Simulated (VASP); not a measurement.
# HgTe (Cmcm) in VASP: notebook

Runs on HgTe. Level: PBE. Tasks: single point.

Everything below comes from runs of VASP 6.6.1. Logs are shortened: lines on timing, memory, paths and dates and some standing lists are left out, and cuts for length are marked.

## 1. The cell of the first run

It takes space group Cmcm (No. 63, orthorhombic). Conventional cell: a = 6.016 Å, b = 6.900 Å, c = 5.885 Å, α = 90.00°, β = 90.00°, γ = 90.00°. Hg (site symmetry m2m) has 6 Te at 3.01 to 3.60 Å and 2 Hg at 3.91 Å within 4.0 Å. Te (site symmetry m2m) has 6 Hg at 3.01 to 3.60 Å and 6 Te at 4.11 to 4.25 Å within 4.3 Å.

## 2. Single point, PBE (strained)

INCAR reads:

```
SYSTEM = HgTe
PREC = Accurate
ENCUT = 500
EDIFF = 1E-6
ISMEAR = 0
SIGMA = 0.1
LREAL = .FALSE.
LASPH = .TRUE.
NELM = 120
ALGO = Normal
ISIF = 2
LWAVE = .FALSE.
LCHARG = .FALSE.
GGA = PE
NBANDS = 26
GGA_COMPAT = .FALSE.
```

KPOINTS reads:

```
Automatic mesh
0
G
  10 10 8
  0 0 0
```

POSCAR reads:

```
HgTe
1.0
    3.0079893181     -3.4497677014      0.0000000000
    3.0079893181      3.4497677014      0.0000000000
    0.0000000000      0.0000000000      5.8847234840
Hg Te
2 2
Direct
    0.3133907696      0.6866092304      0.7500000000
    0.6866092304      0.3133907696      0.2500000000
    0.7923124365      0.2076875635      0.7500000000
    0.2076875635      0.7923124365      0.2500000000
```

Potentials or basis: VASP PAW PBE potentials, release 64 (Hg, Te).

Launch:

```sh
$ cat potpaw_PBE.64/Hg/POTCAR potpaw_PBE.64/Te/POTCAR > POTCAR
$ mpirun -np 1 vasp_std > vasp.out
```

OUTCAR:

```text
SYSTEM = HgTe
   PREC = Accurate
   ENCUT = 500
   EDIFF = 1E-6
   ISMEAR = 0
   LREAL = .FALSE.
   LASPH = .TRUE.
   NELM = 120
   ISIF = 2
   GGA = PE

 ion  position               nearest neighbor table
   1  0.313  0.687  0.750-   3 3.01   3 3.01   4 3.03   4 3.03   3 3.30   3 3.60
   2  0.687  0.313  0.250-   4 3.01   4 3.01   3 3.03   3 3.03   4 3.30   4 3.60
   3  0.792  0.208  0.750-   1 3.01   1 3.01   2 3.03   2 3.03   1 3.30   1 3.60
   4  0.208  0.792  0.250-   2 3.01   2 3.01   1 3.03   1 3.03   2 3.30   2 3.60

  LATTYP: Found a base centered orthorhombic cell.
 ALAT       =     6.0159786362
 B/A-ratio  =     1.1468683352
 C/A-ratio  =     0.9781822443

  Lattice vectors:

 A1 = (   3.0079893181,  -3.4497677014,   0.0000000000)
 A2 = (   3.0079893181,   3.4497677014,   0.0000000000)
 A3 = (   0.0000000000,   0.0000000000,   5.8847234840)

Analysis of symmetry for initial positions (statically):
=====================================================================
 Subroutine PRICEL returns:
 Original cell was already a primitive cell.

 Routine SETGRP: Setting up the symmetry group for a
 base centered orthorhombic supercell.

 Subroutine GETGRP returns: Found  8 space group operations
 (whereof  4 operations were pure point group operations)
 out of a pool of  8 trial point group operations.

The static configuration has the point symmetry C_2h.
 The point group associated with its full space group is D_2h.

Analysis of symmetry for dynamics (positions and initial velocities):
=====================================================================
 Subroutine PRICEL returns:
 Original cell was already a primitive cell.

 Routine SETGRP: Setting up the symmetry group for a
 base centered orthorhombic supercell.

 Subroutine GETGRP returns: Found  8 space group operations
 (whereof  4 operations were pure point group operations)
 out of a pool of  8 trial point group operations.

The dynamic configuration has the point symmetry C_2h.
 The point group associated with its full space group is D_2h.

 Subroutine INISYM returns: Found  8 space group operations
 (whereof  4 operations are pure point group operations),
 and found     1 'primitive' translations

----------------------------------------------------------------------------------------

                                     Primitive cell

  volume of cell :     122.1300

  direct lattice vectors                    reciprocal lattice vectors
[... 91 lines left out ...]
   EDIFF  = 0.1E-05   stopping-criterion for ELM
   LREAL  =      F    real-space projection
   EDIFFG = 0.1E-04   stopping-criterion for IOM
   NSW    =      0    number of steps for IOM
   IBRION =     -1    ionic relax: 0-MD 1-quasi-New 2-CG
   NFREE  =      0    steps in history (QN), initial steepest desc. (CG)
   ISIF   =      2    stress and relaxation
   ISYM   =      2    0-nonsym 1-usesym 2-fastsym
   POTIM  = 0.5000    time-step for ionic-motion
   TEBEG  =    0.0;   TEEND  =   0.0 temperature during run
   PSTRESS=    0.0 pullay stress
   NELECT =      36.0000    total number of electrons
   NUPDOWN=      -1.0000    fix difference up-down
   EMIN   =  10.00;   EMAX   =-10.00  energy-range for DOS
   EFERMI =   0.00;   METHOD = LEGACY
   ISMEAR =     0;   SIGMA  =   0.10  broadening in eV -4-tet -1-fermi 0-gaus
   EFERMI_NEDOS =   21; number of points for ismear=-14 and -15
   IALGO  =     38    algorithm
   IMIX   =      4    mixing-type and parameters
     AMIX     =   0.40;   BMIX     =  1.00
     AMIX_MAG =   1.60;   BMIX_MAG =  1.00
  volume/ion in A,a.u.               =      30.53       206.04
  Fermi-wavevector in a.u.,A,eV,Ry     =   1.089519  2.058893 16.150827  1.187052
  Thomas-Fermi vector in A             =   2.225724
   LORBIT       =      0    0 simple, 1 ext, 2 COOP (PROOUT), +10 PAW based schemes
   GGA     = PE    functional components
   LHFCALC =     F    Hartree Fock is set to
   AEXX    =    0.0000 exact exchange contribution
   IVDW    =     0    specifies the selected vdW correction
   LEPSILON=     F    determine dielectric tensor
   LRPA    =     F    only Hartree local field effects (RPA)
 non-spin polarized calculation
 Gauss-broadening in eV      SIGMA  =   0.10
  energy-cutoff  :      500.00
  volume of cell :      122.13
 maximum number of plane-waves:      3125
 NGX is ok and might be reduce to    36
   NGX = 17   NGY = 17   NGZ = 21

 number of electron      35.9999997 magnetization

 Free energy of the ion-electron system (eV)
  ---------------------------------------------------
  ext. energy  EPLUGINS =         0.00000000
  ---------------------------------------------------
  free energy    TOTEN  =        -6.59596652 eV

  energy without entropy =       -6.58695218  energy(sigma->0) =       -6.59145935

 E-fermi :   3.6174     XC(G=0):  -9.5202

 val. band max:        3.5987818358   @ k =  -0.1000   0.1000   0.2500
 cond. band min:       3.6222933196   @ k =   0.2000  -0.0000   0.1250
 fundamental gap:      0.0235114838
 Fermi energy:         3.6173742273

 k-point     1 :       0.0000    0.0000    0.0000
  band No.  band energies     occupation
      1      -8.0124      2.00000
      2      -6.9681      2.00000
      3      -2.9747      2.00000
      4      -2.8904      2.00000
      5      -2.8769      2.00000
      6      -2.8597      2.00000
[... 685 lines left out ...]
     25      10.4908      0.00000
     26      11.2375      0.00000

 [... further k-points ...]

------------------------ aborting loop because EDIFF is reached ----------------------------------------

  FORCE on cell =-STRESS in cart. coord.  units (eV):
  Direction    XX          YY          ZZ          XY          YZ          ZX
  --------------------------------------------------------------------------------------
  -------------------------------------------------------------------------------------
  Total       -0.3451595     -0.9857545     -1.2207712      0.0000000      0.0000000      0.0000000
  in kB       -4.5280187    -12.9317458    -16.0148422      0.0000000      0.0000000      0.0000000
  external PRESSURE =     -11.1582022 kB  Pullay stress =       0.0000000 kB

 VOLUME and BASIS-vectors are now :
 -----------------------------------------------------------------------------
  energy-cutoff  :      500.00
  volume of cell :      122.13
      direct lattice vectors                 reciprocal lattice vectors
     3.007989318 -3.449767701  0.000000000     0.166223995 -0.144937295  0.000000000
     3.007989318  3.449767701  0.000000000     0.166223995  0.144937295  0.000000000
     0.000000000  0.000000000  5.884723484     0.000000000  0.000000000  0.169931519

 POSITION                                       TOTAL-FORCE (eV/Angst)
 -----------------------------------------------------------------------------------
      3.00799      1.28752      4.41354         0.000000     -0.087081     -0.000000
      3.00799     -1.28752      1.47118         0.000000      0.087081      0.000000
      3.00799     -2.01682      4.41354         0.000000      0.181075      0.000000
      3.00799      2.01682      1.47118         0.000000     -0.181075     -0.000000
 -----------------------------------------------------------------------------------
    total drift:                               -0.000000     -0.000000      0.000000

  FREE ENERGIE OF THE ION-ELECTRON SYSTEM (eV)
  ---------------------------------------------------
  free  energy   TOTEN  =        -6.5959665230 eV

  energy  without entropy=       -6.5869521803  energy(sigma->0) =       -6.59145935
```

OSZICAR:

```text
N       E                     dE             d eps       ncg     rms          rms(c)
DAV:   1     0.225890275461E+03    0.22589E+03   -0.15581E+04  8060   0.118E+03
DAV:   2     0.425423671906E+01   -0.22164E+03   -0.21261E+03  8686   0.278E+02
DAV:   3    -0.686211230774E+01   -0.11116E+02   -0.10968E+02  9514   0.617E+01
DAV:   4    -0.699387035783E+01   -0.13176E+00   -0.13160E+00  9918   0.596E+00
DAV:   5    -0.699560215153E+01   -0.17318E-02   -0.17318E-02  9324   0.659E-01    0.873E+00
DAV:   6    -0.660178797359E+01    0.39381E+00   -0.95299E-01  8558   0.931E+00    0.697E+00
DAV:   7    -0.659773071246E+01    0.40573E-02   -0.21849E-01  8714   0.234E+00    0.266E+00
DAV:   8    -0.659607447069E+01    0.16562E-02   -0.20384E-02  8418   0.131E+00    0.524E-01
DAV:   9    -0.659595350218E+01    0.12097E-03   -0.31739E-03  9068   0.491E-01    0.742E-02
DAV:  10    -0.659595100714E+01    0.24950E-05   -0.23467E-04  8538   0.143E-01    0.423E-02
DAV:  11    -0.659597373582E+01   -0.22729E-04   -0.10155E-04  8822   0.681E-02    0.409E-02
DAV:  12    -0.659596645055E+01    0.72853E-05   -0.20531E-05  8348   0.371E-02    0.223E-02
DAV:  13    -0.659596652305E+01   -0.72502E-07   -0.15410E-06  6644   0.617E-03
   1 F= -.65959665E+01 E0= -.65914594E+01  d E =-.901434E-02
```

Wall time 8.2 min (1 thread of Oxide Virtual Turin-like, shared host); peak memory 0.5 GiB.

What came out:

* Free energy: -6.5960 eV
* Pressure: -1.1 GPa
* Largest force: 0.181 eV/Å
* Band gap on the k mesh: zero (bands 18 and 19 overlap by 2.23 eV)

Forces on the atoms (eV/Å):
```
Hg   0.000 -0.087  0.000
Hg   0.000  0.087  0.000
Te   0.000  0.181  0.000
Te   0.000 -0.181  0.000
```

Caveat: the cell differs from its parent crystal (strained); spin-orbit coupling is left out, which moves the levels of the heavy elements.

## 3. Single point, PBE (strained)

INCAR reads:

```
PREC = Accurate
ENCUT = 500
EDIFF = 1E-6
ISMEAR = 0
SIGMA = 0.1
LREAL = F
LASPH = T
NELM = 120
ALGO = Normal
ISIF = 2
LWAVE = F
LCHARG = F
GGA = PE
NBANDS = 26
GGA_COMPAT = F
```

KPOINTS reads:

```
regular mesh
0
Gamma
  10 10 8
```

POSCAR reads:

```
HgTe
1.0
    3.0271414333     -3.5168527776      0.0000000000
    3.0271414333      3.5168527776      0.0000000000
    0.0000000000      0.0000000000      5.9603894329
Hg Te
2 2
Direct
    0.3402816517      0.6597183483      0.7500000000
    0.6597183483      0.3402816517      0.2500000000
    0.7967292218      0.2032707782      0.7500000000
    0.2032707782      0.7967292218      0.2500000000
```

Potentials or basis: VASP PAW PBE potentials, release 64 (Hg, Te).

Launch:

```sh
$ cat potpaw_PBE.64/Hg/POTCAR potpaw_PBE.64/Te/POTCAR > POTCAR
$ mpirun -np 1 vasp_std > vasp.out
```

Run time: 8.9 min. Hardware: 1 thread of Oxide Virtual Turin-like, shared host; peak memory 0.51 GiB.

The run converged. Its results:

```
Free energy            : -6.5472 eV
Pressure               : -2.5 GPa
Largest force          : 0.287 eV/Å
Band gap on the k mesh : zero (bands 18 and 19 overlap by 1.94 eV)
```

Forces on the atoms (eV/Å):
```
Hg   0.000 -0.031  0.000
Hg   0.000  0.031  0.000
Te   0.000  0.287  0.000
Te   0.000 -0.287  0.000
```

Stress tensor (GPa, compression positive):
```
-2.15  0.00  0.00
 0.00 -2.14  0.00
 0.00  0.00 -3.35
```

Levels at points of the mesh, in eV from the Fermi level:
```
           k point  band 14  band 15  band 16  band 17  band 18  band 19  band 20  band 21  band 22  band 23
(0.00, 0.00, 0.00)    -2.43    -2.41    -2.26    -1.01    -0.45    -0.18     0.00     4.63     5.20     6.00
(0.50, 0.00, 0.00)    -3.56    -1.89    -1.75    -0.76    -0.14     1.76     2.48     2.76     4.35     5.08
(0.50, 0.50, 0.00)    -3.61    -1.77    -1.75    -1.69    -1.58    -1.44    -1.39     3.37     5.42     6.69
(0.00, 0.00, 0.50)    -3.35    -1.66    -1.66    -1.04    -1.04     1.19     1.19     4.82     4.82     5.39
(0.50, 0.00, 0.50)    -5.01    -0.62    -0.62     0.14     0.14     2.07     2.07     3.77     3.77     4.63
(0.50, 0.50, 0.50)    -3.89    -2.90    -2.90    -2.65    -2.65     1.74     1.74     5.54     5.54     6.89
```

Caveat: the cell differs from its parent crystal (strained); spin-orbit coupling is left out, which moves the levels of the heavy elements.

The gap in the log of VASP goes by the Fermi energy; the results here count the filled bands.